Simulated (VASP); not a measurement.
A run of VASP 6.6.1:

Contents of INCAR:

```
SYSTEM = Ti
PREC = Accurate
ENCUT = 520
EDIFF = 1E-6
ISMEAR = 0
SIGMA = 0.15
LREAL = .FALSE.
LASPH = .TRUE.
NELM = 80
ALGO = Normal
ISIF = 2
LWAVE = .FALSE.
LCHARG = .FALSE.
GGA = PE
NBANDS = 12
```

The input KPOINTS:

```
regular mesh
0
G
  22 22 22
  0 0 0
```

The input POSCAR:

```
Ti
1.0
   -1.7101754206      1.7101754206      1.7101754206
    1.7101754206     -1.7101754206      1.7101754206
    1.7101754206      1.7101754206     -1.7101754206
Ti
1
Direct
    0.0000000000      0.0000000000      0.0000000000
```

Potentials or basis: VASP PAW PBE potentials, release 64 (Ti_sv).

Command:

```bash
$ cat potpaw_PBE.64/Ti_sv/POTCAR > POTCAR
$ mpirun -np 1 vasp_std > vasp.out
```

Hardware: 1 thread of Intel Xeon 6975P-C, with other jobs on the host.

How long does it take, and how much memory?

It took 37 s on 1 thread of Intel Xeon 6975P-C, with other jobs on the host, peak memory 0.2 GiB. Counts: scf iterations 12, k points 328.
